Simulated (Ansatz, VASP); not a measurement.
One calculation of Ta, two programs

The input INCAR:

```
  PREC = Accurate
  ENCUT = 520
  EDIFF = 1E-6
  ISMEAR = 0
  SIGMA = 0.05
  LREAL = False
  LASPH = True
  NELM = 60
  ALGO = Normal
  ISIF = 2
  LWAVE = False
  LCHARG = False
  GGA = PS
  NBANDS = 12
```

The input KPOINTS:

```
regular mesh
0
Gamma
  18 18 18
```

POSCAR

```
Ta
1.0
   -1.6401445344      1.6401445344      1.6401445344
    1.6401445344     -1.6401445344      1.6401445344
    1.6401445344      1.6401445344     -1.6401445344
Ta
1
Direct
    0.0000000000      0.0000000000      0.0000000000
```

Input for Ansatz:

```yaml
crystal:
  lattice:
    - [-1.6401445344, 1.6401445344, 1.6401445344]
    - [1.6401445344, -1.6401445344, 1.6401445344]
    - [1.6401445344, 1.6401445344, -1.6401445344]
  atoms:
    - { symbol: Ta, position: [0.0, 0.0, 0.0] }
basis:
  ecutwfc: 420
  ecutrho_ratio: 4
kpoints:
  mp_grid: { grid: [18, 18, 18] }
  band_path:
    path:
      - [[0.0, 0.0, 0.0], [0.5, -0.5, 0.5], [0.0, 0.0, 0.5], [0.0, 0.0, 0.0], [0.25, 0.25, 0.25], [0.5, -0.5, 0.5]]
      - [[0.25, 0.25, 0.25], [0.0, 0.0, 0.5]]
    npoints: 14
hamiltonian:
  xc: pbesol
scf:
  occupations: { method: gaussian, width: 0.05 }
output:
  forces: true
  stress: true
  eigenvalues: true
  populations: true
  dos: { projected: true, de: 0.02, nscf_kmesh: { grid: [27, 27, 27] } }
  bader: true
```

Alike in both runs: task single point; functional PBEsol; k mesh 18 × 18 × 18; occupations gaussian, width 0.05 eV; no spin polarisation.

```csv
,VASP,Ansatz
version,VASP 6.6.1,Ansatz 0.2.0
potentials or method,"VASP PAW PBE potentials, release 64 (Ta_pv), cutoff 520 eV","scalar-relativistic, plane waves, PAW"
valence electrons in the cell,11,13
```

```tsv
	VASP	Ansatz	Ansatz less VASP
pressure (GPa)	0.2	0.0	-0.19
```

VASP's potentials were made for PBE, not for PBEsol. VASP's potentials hold 11 valence electrons a cell and Ansatz's 13, so a difference there can come from the potentials and not from the codes.

Neither program's run includes spin-orbit coupling.
